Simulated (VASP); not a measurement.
# Yb (Fd-3m) in VASP: single point with PBE

Aim: the single point of Yb with PBE.

All numbers are computed with VASP 6.6.1; they aren't measurements. Logs are shortened: lines on timing, memory, paths and dates and some standing lists are left out, and cuts for length are marked.

### 1 The cell of the first run

The structure is cubic, space group Fd-3m (No. 227). Conventional cell: a = 8.860 Å, b = 8.860 Å, c = 8.860 Å, α = 90.00°, β = 90.00°, γ = 90.00°. Within 5.0 Å of Yb (site symmetry -43m) lie 4 Yb at 3.84 Å.

### 2 Single point, PBE

INCAR reads:

```
PREC = Accurate
ENCUT = 520
EDIFF = 1E-6
ISMEAR = -1
SIGMA = 0.06122561905347299
LREAL = False
LASPH = True
NELM = 100
ALGO = Normal
ISIF = 2
LWAVE = False
LCHARG = True
GGA = PE
LELF = True
LVHAR = True
NBANDS = 31
```

KPOINTS reads:

```
regular mesh
0
Gamma
  11 11 11
```

POSCAR reads:

```
Yb
1.0
    0.0000000000      4.4302357407      4.4302357407
    4.4302357407      0.0000000000      4.4302357407
    4.4302357407      4.4302357407      0.0000000000
Yb
2
Direct
    0.0000000000      0.0000000000      0.0000000000
    0.2500000000      0.2500000000      0.2500000000
```

Potentials or basis: VASP PAW PBE potentials, release 64 (Yb).

The run is started by

```bash
cat potpaw_PBE.64/Yb/POTCAR > POTCAR
mpirun -np 1 vasp_std > vasp.out
```

OUTCAR:

```text
PREC = Accurate
   ENCUT = 520
   EDIFF = 1E-6
   ISMEAR = -1
   LREAL = False
   LASPH = True
   NELM = 100
   ISIF = 2
   GGA = PE

 ion  position               nearest neighbor table
   1  0.000  0.000  0.000-
   2  0.250  0.250  0.250-

  LATTYP: Found a face centered cubic cell.
 ALAT       =     8.8604714814

  Lattice vectors:

 A1 = (   0.0000000000,   4.4302357407,   4.4302357407)
 A2 = (   4.4302357407,   0.0000000000,   4.4302357407)
 A3 = (   4.4302357407,   4.4302357407,   0.0000000000)

Analysis of symmetry for initial positions (statically):
=====================================================================
 Subroutine PRICEL returns:
 Original cell was already a primitive cell.

 Routine SETGRP: Setting up the symmetry group for a
 face centered cubic supercell.

 Subroutine GETGRP returns: Found 48 space group operations
 (whereof 24 operations were pure point group operations)
 out of a pool of 48 trial point group operations.

The static configuration has the point symmetry T_d .
 The point group associated with its full space group is O_h .

Analysis of symmetry for dynamics (positions and initial velocities):
=====================================================================
 Subroutine PRICEL returns:
 Original cell was already a primitive cell.

 Routine SETGRP: Setting up the symmetry group for a
 face centered cubic supercell.

 Subroutine GETGRP returns: Found 48 space group operations
 (whereof 24 operations were pure point group operations)
 out of a pool of 48 trial point group operations.

The dynamic configuration has the point symmetry T_d .
 The point group associated with its full space group is O_h .

 Subroutine INISYM returns: Found 48 space group operations
 (whereof 24 operations are pure point group operations),
 and found     1 'primitive' translations

----------------------------------------------------------------------------------------

                                     Primitive cell

  volume of cell :     173.9044

  direct lattice vectors                    reciprocal lattice vectors
     0.000000000  4.430235741  4.430235741    -0.112860811  0.112860811  0.112860811
     4.430235741  0.000000000  4.430235741     0.112860811 -0.112860811  0.112860811
     4.430235741  4.430235741  0.000000000     0.112860811  0.112860811 -0.112860811

  length of vectors
     6.265299469  6.265299469  6.265299469     0.195480659  0.195480659  0.195480659

  position of ions in fractional coordinates (direct lattice)
     0.000000000  0.000000000  0.000000000
     0.250000000  0.250000000  0.250000000

  ion indices of the primitive-cell ions
   primitive index   ion index
                 1           1
                 2           2

----------------------------------------------------------------------------------------

 KPOINTS: regular mesh

Automatic generation of k-mesh.
 Grid dimensions read from file:
 generate k-points for:   11   11   11

 Generating k-lattice:

  Cartesian coordinates                     Fractional coordinates (reciprocal lattice)
    -0.010260074  0.010260074  0.010260074     0.090909091  0.000000000  0.000000000
     0.010260074 -0.010260074  0.010260074     0.000000000  0.090909091  0.000000000
     0.010260074  0.010260074 -0.010260074     0.000000000  0.000000000  0.090909091

  Length of vectors
     0.017770969  0.017770969  0.017770969

  Shift w.r.t. Gamma in fractional coordinates (k-lattice)
     0.000000000  0.000000000  0.000000000

 Subroutine IBZKPT returns following result:
 ===========================================

 Found     56 irreducible k-points:

 Following reciprocal coordinates:
            Coordinates               Weight
  0.000000  0.000000  0.000000      1.000000
  0.090909  0.000000  0.000000      8.000000
  0.181818  0.000000  0.000000      8.000000
  0.272727  0.000000  0.000000      8.000000
  0.363636  0.000000  0.000000      8.000000
  0.454545  0.000000  0.000000      8.000000
[... 16 lines left out ...]
 -0.272727  0.181818  0.000000     24.000000
 -0.181818  0.181818  0.000000     12.000000
 [... further k-points ...]
   k-points           NKPTS =     56   k-points in BZ     NKDIM =     56   number of bands    NBANDS=     31
   number of dos      NEDOS =    301   number of ions     NIONS =      2
   total plane-waves  NPLWV = 110592
   dimension x,y,z NGX =    48 NGY =   48 NGZ =   48
   dimension x,y,z NGXF=    96 NGYF=   96 NGZF=   96
   ions per type =               2
   NGX,Y,Z   is equivalent  to a cutoff of  12.74, 12.74, 12.74 a.u.
   NGXF,Y,Z  is equivalent  to a cutoff of  25.47, 25.47, 25.47 a.u.
 SYSTEM =  unknown system
   PREC   = accura    normal or accurate (medium, high low for compatibility)
   ISTART =      0    job   : 0-new  1-cont  2-samecut
   ICHARG =      2    charge: 1-file 2-atom 10-const
   ISPIN  =      1    spin polarized calculation?
   LNONCOLLINEAR =      F non collinear calculations
   LSORBIT =      F    spin-orbit coupling
   LASPH  =      T    aspherical Exc in radial PAW
   ENCUT  =  520.0 eV  38.22 Ry    6.18 a.u.  11.65 11.65 11.65*2*pi/ulx,y,z
   NELM   =    100;   NELMIN=  2; NELMDL= -5     # of ELM steps
   EDIFF  = 0.1E-05   stopping-criterion for ELM
   LREAL  =      F    real-space projection
   EDIFFG = 0.1E-04   stopping-criterion for IOM
   NSW    =      0    number of steps for IOM
   IBRION =     -1    ionic relax: 0-MD 1-quasi-New 2-CG
   NFREE  =      0    steps in history (QN), initial steepest desc. (CG)
   ISIF   =      2    stress and relaxation
   ISYM   =      2    0-nonsym 1-usesym 2-fastsym
   POTIM  = 0.5000    time-step for ionic-motion
   TEBEG  =    0.0;   TEEND  =   0.0 temperature during run
   PSTRESS=    0.0 pullay stress
   NELECT =      48.0000    total number of electrons
   NUPDOWN=      -1.0000    fix difference up-down
   EMIN   =  10.00;   EMAX   =-10.00  energy-range for DOS
   EFERMI =   0.00;   METHOD = LEGACY
   ISMEAR =    -1;   SIGMA  =   0.06  broadening in eV -4-tet -1-fermi 0-gaus
   EFERMI_NEDOS =   21; number of points for ismear=-14 and -15
   IALGO  =     38    algorithm
   IMIX   =      4    mixing-type and parameters
     AMIX     =   0.40;   BMIX     =  1.00
     AMIX_MAG =   1.60;   BMIX_MAG =  1.00
  volume/ion in A,a.u.               =      86.95       586.78
  Fermi-wavevector in a.u.,A,eV,Ry     =   1.065905  2.014268 15.458300  1.136153
  Thomas-Fermi vector in A             =   2.201472
   LORBIT       =      0    0 simple, 1 ext, 2 COOP (PROOUT), +10 PAW based schemes
   GGA     = PE    functional components
   LHFCALC =     F    Hartree Fock is set to
   AEXX    =    0.0000 exact exchange contribution
   IVDW    =     0    specifies the selected vdW correction
   LEPSILON=     F    determine dielectric tensor
   LRPA    =     F    only Hartree local field effects (RPA)
 non-spin polarized calculation
  energy-cutoff  :      520.00
  volume of cell :      173.90
 maximum number of plane-waves:      4708
   NGX = 23   NGY = 23   NGZ = 23

 number of electron      48.0000015 magnetization

 Free energy of the ion-electron system (eV)
  ---------------------------------------------------
  ext. energy  EPLUGINS =         0.00000000
  ---------------------------------------------------
  free energy    TOTEN  =        -4.76951652 eV

  energy without entropy =       -4.71605836  energy(sigma->0) =       -4.74278744

 E-fermi :  -0.5812     XC(G=0):  -6.0389

 val. band max:       -0.5838077348   @ k =  -0.3636   0.3636   0.1818
 cond. band min:      -0.5707546669   @ k =  -0.3636   0.4545   0.0909
 fundamental gap:      0.0130530679
 Fermi energy:        -0.5812138193

 k-point     1 :       0.0000    0.0000    0.0000
  band No.  band energies     occupation
      1     -52.8666      2.00000
      2     -52.8599      2.00000
      3     -25.3439      2.00000
      4     -25.3439      2.00000
      5     -25.3439      2.00000
      6     -25.2768      2.00000
[... 23 lines left out ...]
     30       1.1224      0.00000
     31       1.1224      0.00000

 k-point     2 :       0.0909    0.0000    0.0000
  band No.  band energies     occupation
      1     -52.8665      2.00000
      2     -52.8600      2.00000
      3     -25.3444      2.00000
      4     -25.3444      2.00000
      5     -25.3435      2.00000
      6     -25.2773      2.00000
[... 23 lines left out ...]
     30       1.1325      0.00000
     31       1.1325      0.00000

 k-point     3 :       0.1818    0.0000    0.0000
  band No.  band energies     occupation
      1     -52.8662      2.00000
      2     -52.8603      2.00000
      3     -25.3457      2.00000
      4     -25.3457      2.00000
      5     -25.3426      2.00000
      6     -25.2784      2.00000
[... 23 lines left out ...]
     30       1.1757      0.00000
     31       1.1758      0.00000

 k-point     4 :       0.2727    0.0000    0.0000
  band No.  band energies     occupation
      1     -52.8658      2.00000
      2     -52.8607      2.00000
      3     -25.3473      2.00000
      4     -25.3473      2.00000
      5     -25.3413      2.00000
      6     -25.2799      2.00000
[... 23 lines left out ...]
     30       1.2738      0.00000
     31       1.2738      0.00000

 k-point     5 :       0.3636    0.0000    0.0000
  band No.  band energies     occupation
      1     -52.8653      2.00000
      2     -52.8612      2.00000
      3     -25.3488      2.00000
      4     -25.3488      2.00000
      5     -25.3400      2.00000
      6     -25.2813      2.00000
[... 23 lines left out ...]
     30       1.4145      0.00000
     31       1.4146      0.00000
[... 542 lines left out ...]
     30       1.5643      0.00000
     31       1.6994      0.00000

 k-point    22 :      -0.3636    0.1818    0.0000
  band No.  band energies     occupation
      1     -52.8647      2.00000
      2     -52.8618      2.00000
      3     -25.3540      2.00000
      4     -25.3504      2.00000
      5     -25.3316      2.00000
      6     -25.2897      2.00000
[... 23 lines left out ...]
     30       1.4543      0.00000
     31       1.7976      0.00000

 k-point    23 :      -0.2727    0.1818    0.0000
  band No.  band energies     occupation
      1     -52.8652      2.00000
      2     -52.8613      2.00000
      3     -25.3529      2.00000
      4     -25.3489      2.00000
      5     -25.3344      2.00000
      6     -25.2869      2.00000
[... 23 lines left out ...]
     30       1.3264      0.00000
     31       1.6410      0.00000

 k-point    24 :      -0.1818    0.1818    0.0000
  band No.  band energies     occupation
      1     -52.8656      2.00000
      2     -52.8609      2.00000
      3     -25.3507      2.00000
      4     -25.3473      2.00000
      5     -25.3377      2.00000
      6     -25.2835      2.00000
[... 23 lines left out ...]
     30       1.2387      0.00000
     31       1.4177      0.00000

 [... further k-points ...]
[... 5 lines left out ...]
  --------------------------------------------------------------------------------------
  -------------------------------------------------------------------------------------
  Total        0.9252463      0.9252463      0.9252463      0.0000000     -0.0000000      0.0000000
  in kB        8.5242742      8.5242742      8.5242742      0.0000000     -0.0000000      0.0000000
  external PRESSURE =       8.5242742 kB  Pullay stress =       0.0000000 kB

 VOLUME and BASIS-vectors are now :
 -----------------------------------------------------------------------------
  energy-cutoff  :      520.00
  volume of cell :      173.90
      direct lattice vectors                 reciprocal lattice vectors
     0.000000000  4.430235741  4.430235741    -0.112860811  0.112860811  0.112860811
     4.430235741  0.000000000  4.430235741     0.112860811 -0.112860811  0.112860811
     4.430235741  4.430235741  0.000000000     0.112860811  0.112860811 -0.112860811

 POSITION                                       TOTAL-FORCE (eV/Angst)
 -----------------------------------------------------------------------------------
      0.00000      0.00000      0.00000         0.000000      0.000000      0.000000
      2.21512      2.21512      2.21512        -0.000000     -0.000000     -0.000000
 -----------------------------------------------------------------------------------
    total drift:                               -0.000000     -0.000000     -0.000000

  FREE ENERGIE OF THE ION-ELECTRON SYSTEM (eV)
  ---------------------------------------------------
  free  energy   TOTEN  =        -4.7695165178 eV

  energy  without entropy=       -4.7160583580  energy(sigma->0) =       -4.74278744
```

Run time: 9.4 min. Hardware: 1 thread of Intel Xeon Platinum 8259CL at 2.50GHz (Skylake/Cascade Lake), shared host; peak memory 0.48 GiB.

Results:

```yaml
Free_energy: -4.7695 eV
Pressure: 0.9 GPa
Band_gap_on_the_k_mesh: zero (band 24 reaches 0.32 eV, above the bottom of band 25 at -0.69 eV)
```

Levels at points of the mesh, in eV from the Fermi level:
```tsv
k point	band 22	band 23	band 24	band 25	band 26	band 27
(0.00, 0.00, 0.00)	-0.37	-0.37	0.90	0.90	0.90	1.18
```

Caveat: spin-orbit coupling is left out, which moves the levels of the heavy elements. Spin polarisation is off, so any magnetic state and its effect on volume and gap are missing.
